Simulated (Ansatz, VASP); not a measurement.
Ba: VASP beside Ansatz

```
Ba
1.0
    -2.51000    2.51000    2.51000
     2.51000   -2.51000    2.51000
     2.51000    2.51000   -2.51000
Ba
1
Cartesian
  0.0000 0.0000 0.0000
```

Alike in both runs: task single point; functional r2SCAN; k mesh 6 × 6 × 6; occupations gaussian, width 0.05 eV; non-collinear spin, spin-orbit coupling.

|  | VASP | Ansatz |
| --- | --- | --- |
| version | VASP 6.6.1 | Ansatz 0.2.0 |
| potentials or method | VASP PAW PBE potentials, release 64 (Ba_sv), cutoff 550 eV | plane waves, PAW |
| valence electrons in the cell | 10 | 10 |

Ansatz gave:

| Item | Value |
| --- | --- |
| pressure (GPa) | 0.3 |

Estimate VASP's values.

pressure (GPa): 0.4.

VASP's potentials were made for PBE, not for r2SCAN.
